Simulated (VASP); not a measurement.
# Sn3Pb2S5 (Cm) in VASP: single point with PBE

Aim: the single point of Sn3Pb2S5 with PBE.

Program: VASP 6.6.1. These are calculated values, not measurements. Logs are shortened: lines on timing, memory, paths and dates and some standing lists are left out, and cuts for length are marked.

## (1) The cell of the first run

Symmetry: Cm, No. 8, monoclinic system. Conventional cell: a = 7.298 Å, b = 4.211 Å, c = 17.365 Å, α = 90.00°, β = 98.03°, γ = 90.00°. Within 3.9 Å of Sn (site symmetry m) lie 6 S at 2.95 to 3.01 Å. Within 3.9 Å of Sn (site symmetry m) lie 6 S at 2.95 to 3.01 Å. Sn (site symmetry m) has 6 S at 2.95 to 3.01 Å within 3.9 Å. Within 3.9 Å of Pb (site symmetry m) lie 6 S at 2.95 to 3.01 Å. Within 3.9 Å of Pb (site symmetry m) lie 6 S at 2.95 to 3.01 Å. S (site symmetry m) has 6 Sn at 2.95 to 3.01 Å within 3.9 Å. S (site symmetry m) has 3 Pb at 2.95 to 3.01 Å and 3 Sn at 2.95 to 3.01 Å within 3.9 Å. S (site symmetry m) has 3 Sn at 2.95 to 3.01 Å and 3 Pb at 2.95 to 3.01 Å within 3.9 Å.

## (2) Single point, PBE

The input, INCAR:

```
  PREC = Accurate
  ENCUT = 520
  EDIFF = 1E-7
  ISMEAR = 0
  SIGMA = 0.1
  LREAL = F
  LASPH = T
  NELM = 100
  ALGO = Normal
  ISIF = 2
  LWAVE = F
  LCHARG = T
  GGA = PE
  LELF = T
  LVHAR = T
  NBANDS = 61
```

The input, KPOINTS:

```
regular mesh
0
Gamma
  6 6 1
```

The input, POSCAR:

```
Sn3Pb2S5
1.0
    3.6490595500     -2.1057252100      0.0000000000
    3.6490595500      2.1057252100      0.0000000000
   -2.4265862400      0.0000000000     17.1942556600
Sn Pb S
3 2 5
Direct
    0.0272079000      0.0272079000      0.0038868400
    0.4272079000      0.4272079000      0.2038868400
    0.2272079000      0.2272079000      0.6038868400
    0.8272079000      0.8272079000      0.4038868400
    0.6272079000      0.6272079000      0.8038868400
    0.7349502300      0.7349502300      0.1049928900
    0.1349502300      0.1349502300      0.3049928900
    0.5349502300      0.5349502300      0.5049928900
    0.9349502300      0.9349502300      0.7049928900
    0.3349502300      0.3349502300      0.9049928900
```

Potentials or basis: VASP PAW PBE potentials, release 64 (Sn_d, Pb_d, S).

The run is started by

```bash
$ cat potpaw_PBE.64/Sn_d/POTCAR potpaw_PBE.64/Pb_d/POTCAR potpaw_PBE.64/S/POTCAR > POTCAR
$ mpirun -np 1 vasp_std > vasp.out
```

OUTCAR:

```text
PREC = Accurate
   ENCUT = 520
   EDIFF = 1E-7
   ISMEAR = 0
   LREAL = F
   LASPH = T
   NELM = 100
   ISIF = 2
   GGA = PE

 ion  position               nearest neighbor table
   1  0.027  0.027  0.004-  10 2.95  10 2.95   6 2.95  10 3.01   6 3.01   6 3.01
   2  0.427  0.427  0.204-   6 2.95   6 2.95   7 2.95   6 3.01   7 3.01   7 3.01
   3  0.227  0.227  0.604-   8 2.95   8 2.95   9 2.95   8 3.01   9 3.01   9 3.01
   4  0.827  0.827  0.404-   7 2.95   7 2.95   8 2.95   7 3.01   8 3.01   8 3.01
   5  0.627  0.627  0.804-   9 2.95   9 2.95  10 2.95   9 3.01  10 3.01  10 3.01
   6  0.735  0.735  0.105-   2 2.95   2 2.95   1 2.95   2 3.01   1 3.01   1 3.01
   7  0.135  0.135  0.305-   4 2.95   4 2.95   2 2.95   4 3.01   2 3.01   2 3.01
   8  0.535  0.535  0.505-   3 2.95   3 2.95   4 2.95   3 3.01   4 3.01   4 3.01
   9  0.935  0.935  0.705-   5 2.95   5 2.95   3 2.95   5 3.01   3 3.01   3 3.01
  10  0.335  0.335  0.905-   1 2.95   1 2.95   5 2.95   1 3.01   5 3.01   5 3.01

  LATTYP: Found a base centered monoclinic cell.
 ALAT       =     7.2981191000
 B/A-ratio  =     0.5770597002
 C/A-ratio  =     2.3793309639
 COS(beta)  =    -0.1397429567

  Lattice vectors:

 A1 = (   3.6490595500,  -2.1057252100,   0.0000000000)
 A2 = (   3.6490595500,   2.1057252100,   0.0000000000)
 A3 = (  -2.4265862400,   0.0000000000,  17.1942556600)

Analysis of symmetry for initial positions (statically):
=====================================================================
 Subroutine PRICEL returns:
 Original cell was already a primitive cell.

 Routine SETGRP: Setting up the symmetry group for a
 base centered monoclinic supercell.

 Subroutine GETGRP returns: Found  2 space group operations
 (whereof  2 operations were pure point group operations)
 out of a pool of  4 trial point group operations.

The static configuration has the point symmetry C_1h.

Analysis of symmetry for dynamics (positions and initial velocities):
=====================================================================
 Subroutine PRICEL returns:
 Original cell was already a primitive cell.

 Routine SETGRP: Setting up the symmetry group for a
 base centered monoclinic supercell.

 Subroutine GETGRP returns: Found  2 space group operations
 (whereof  2 operations were pure point group operations)
 out of a pool of  4 trial point group operations.

The dynamic configuration has the point symmetry C_1h.

 Subroutine INISYM returns: Found  2 space group operations
 (whereof  2 operations are pure point group operations),
 and found     1 'primitive' translations

[... 109 lines left out ...]
   NELECT =     100.0000    total number of electrons
   NUPDOWN=      -1.0000    fix difference up-down
   EMIN   =  10.00;   EMAX   =-10.00  energy-range for DOS
   EFERMI =   0.00;   METHOD = LEGACY
   ISMEAR =     0;   SIGMA  =   0.10  broadening in eV -4-tet -1-fermi 0-gaus
   EFERMI_NEDOS =   21; number of points for ismear=-14 and -15
   IALGO  =     38    algorithm
   IMIX   =      4    mixing-type and parameters
     AMIX     =   0.40;   BMIX     =  1.00
     AMIX_MAG =   1.60;   BMIX_MAG =  1.00
  volume/ion in A,a.u.               =      26.42       178.32
  Fermi-wavevector in a.u.,A,eV,Ry     =   1.184158  2.237733 19.078485  1.402229
  Thomas-Fermi vector in A             =   2.320377
   LORBIT       =      0    0 simple, 1 ext, 2 COOP (PROOUT), +10 PAW based schemes
   GGA     = PE    functional components
   LHFCALC =     F    Hartree Fock is set to
   AEXX    =    0.0000 exact exchange contribution
   IVDW    =     0    specifies the selected vdW correction
   LEPSILON=     F    determine dielectric tensor
   LRPA    =     F    only Hartree local field effects (RPA)
 non-spin polarized calculation
 Gauss-broadening in eV      SIGMA  =   0.10
  energy-cutoff  :      520.00
  volume of cell :      264.24
 maximum number of plane-waves:      7142
   NGX = 15   NGY = 15   NGZ = 65

 number of electron     100.0000000 magnetization

 number of electron      99.9999981 magnetization

 Free energy of the ion-electron system (eV)
  ---------------------------------------------------
  ext. energy  EPLUGINS =         0.00000000
  ---------------------------------------------------
  free energy    TOTEN  =       -43.78647456 eV

  energy without entropy =      -43.78119546  energy(sigma->0) =      -43.78383501

 E-fermi :   5.8730     XC(G=0):  -9.5206

 val. band max:        5.8315065172   @ k =   0.5000   0.0000  -0.0000
 cond. band min:       5.9144103664   @ k =   0.5000   0.0000  -0.0000
 fundamental gap:      0.0829038492
 Fermi energy:         5.8729584418

 k-point     1 :       0.0000    0.0000    0.0000
  band No.  band energies     occupation
      1     -15.9270      2.00000
      2     -15.9262      2.00000
      3     -15.9259      2.00000
      4     -15.9240      2.00000
      5     -15.9231      2.00000
      6     -15.9230      2.00000
[... 821 lines left out ...]
     60       9.5574      0.00000
     61       9.7597      0.00000

------------------------ aborting loop because EDIFF is reached ----------------------------------------

  FORCE on cell =-STRESS in cart. coord.  units (eV):
  Direction    XX          YY          ZZ          XY          YZ          ZX
  --------------------------------------------------------------------------------------
  -------------------------------------------------------------------------------------
  Total       -1.8294019     -1.7893425     -1.8151938      0.0000000      0.0000000      0.0473649
  in kB      -11.0923532    -10.8494581    -11.0062042      0.0000000      0.0000000      0.2871914
  external PRESSURE =     -10.9826718 kB  Pullay stress =       0.0000000 kB

 VOLUME and BASIS-vectors are now :
 -----------------------------------------------------------------------------
  energy-cutoff  :      520.00
  volume of cell :      264.24
      direct lattice vectors                 reciprocal lattice vectors
     3.649059550 -2.105725210  0.000000000     0.137021606 -0.237447886  0.019337548
     3.649059550  2.105725210  0.000000000     0.137021606  0.237447886  0.019337548
    -2.426586240  0.000000000 17.194255660     0.000000000  0.000000000  0.058158958

 POSITION                                       TOTAL-FORCE (eV/Angst)
 -----------------------------------------------------------------------------------
      0.18913      0.00000      0.06683        -0.039117      0.000000      0.034696
      2.62307      0.00000      3.50568        -0.038930      0.000000     -0.034995
      0.19281      0.00000     10.38338        -0.037709      0.000000      0.000552
      5.05700      0.00000      6.94453         0.020191      0.000000      0.013144
      2.62674      0.00000     13.82224         0.016003      0.000000      0.000172
      5.10898      0.00000      1.80527         0.036089      0.000000      0.001672
      0.24479      0.00000      5.24413         0.011121      0.000000     -0.322293
      2.67872      0.00000      8.68298         0.007575      0.000000      0.306347
      5.11265      0.00000     12.12183         0.012306      0.000000     -0.313508
      0.24846      0.00000     15.56068         0.012473      0.000000      0.314213
 -----------------------------------------------------------------------------------
    total drift:                                0.000043     -0.000000      0.000971

  FREE ENERGIE OF THE ION-ELECTRON SYSTEM (eV)
  ---------------------------------------------------
  free  energy   TOTEN  =       -43.7864745585 eV

  energy  without entropy=      -43.7811954647  energy(sigma->0) =      -43.78383501
```

OSZICAR:

```text
N       E                     dE             d eps       ncg     rms          rms(c)
DAV:   1     0.122445761835E+04    0.12245E+04   -0.44387E+04  1636   0.202E+03
DAV:   2     0.194023398208E+03   -0.10304E+04   -0.10038E+04  1594   0.587E+02
DAV:   3    -0.226479581350E+02   -0.21667E+03   -0.20821E+03  1877   0.240E+02
DAV:   4    -0.448757573179E+02   -0.22228E+02   -0.21823E+02  1983   0.713E+01
DAV:   5    -0.459520001482E+02   -0.10762E+01   -0.10712E+01  2367   0.168E+01    0.107E+01
DAV:   6    -0.437169051371E+02    0.22351E+01   -0.60661E+00  2079   0.971E+00    0.744E+00
DAV:   7    -0.437837312706E+02   -0.66826E-01   -0.13909E+00  2092   0.336E+00    0.367E+00
DAV:   8    -0.437891547150E+02   -0.54234E-02   -0.16822E-01  2151   0.216E+00    0.414E-01
DAV:   9    -0.437853330717E+02    0.38216E-02   -0.29438E-02  2140   0.767E-01    0.160E-01
DAV:  10    -0.437861554932E+02   -0.82242E-03   -0.28098E-03  2135   0.234E-01    0.108E-01
DAV:  11    -0.437864423270E+02   -0.28683E-03   -0.41446E-04  2252   0.112E-01    0.356E-02
DAV:  12    -0.437864706604E+02   -0.28333E-04   -0.50877E-05  2015   0.387E-02    0.127E-02
DAV:  13    -0.437864744650E+02   -0.38046E-05   -0.87289E-06  1876   0.159E-02    0.548E-03
DAV:  14    -0.437864748190E+02   -0.35398E-06   -0.10759E-06  1588   0.540E-03    0.298E-03
DAV:  15    -0.437864746163E+02    0.20266E-06   -0.21403E-07  1300   0.352E-03    0.114E-03
DAV:  16    -0.437864745585E+02    0.57824E-07   -0.60778E-08  1068   0.230E-03
   1 F= -.43786475E+02 E0= -.43783835E+02  d E =-.527909E-02
```

Wall time 4.6 min (1 thread of Intel Xeon Platinum 8259CL at 2.50GHz (Skylake/Cascade Lake), shared host); peak memory 0.47 GiB.

What came out:

```yaml
Free_energy: -43.7865 eV
Pressure: -1.1 GPa
Largest_force: 0.322 eV/Å
Band_gap_on_the_k_mesh: 0.08 eV
```

Forces in eV/Å, atoms in the order of the input:
```
Sn  -0.039  0.000  0.035
Sn  -0.039  0.000 -0.035
Sn  -0.038  0.000  0.001
Pb   0.020  0.000  0.013
Pb   0.016  0.000  0.000
S    0.036  0.000  0.002
S    0.011  0.000 -0.322
S    0.008  0.000  0.306
S    0.012  0.000 -0.314
S    0.012  0.000  0.314
```

Caveat: spin-orbit coupling is left out, which moves the levels of the heavy elements.
